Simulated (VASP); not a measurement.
Crystal: TiO2.

```
Ti O
1.0
     0.00000    2.39683    2.52697
     2.39683    0.00000    2.52697
     2.39683    2.39683    0.00000
Ti O
1 2
Cartesian
  0.0000 0.0000 0.0000
  1.1984 1.1984 1.2635
  3.5952 3.5952 3.7905
```

This cell differs from its parent crystal: uniaxial z strain +5.4%.

Base run:

```yaml
Program: VASP 6.6.1
Functional: PBE
Potentials_or_basis: VASP PAW PBE potentials, release 64 (Ti_sv, O)
Cutoff: 520 eV
k_mesh: 10 × 10 × 10
Occupations: fermi-dirac, width 0.02 eV
Spin: no spin polarisation
```

Its results: band gap on the k mesh 0.73 eV, indirect (least direct gap 1.31 eV); pressure -6.0 GPa.

Q: The run is repeated on the same cell with these changes: functional from PBE to r2SCAN; occupations from fermi-dirac, width 0.02 eV to gaussian, width 0.01 eV. What comes out?

A: Band gap on the k mesh 1.13 eV, indirect (least direct gap 1.69 eV); pressure -11.5 GPa.

Caveats: the PAW data sets were made with another functional, which shifts forces and pressure a little (some runs).

A k mesh can miss the band edges.
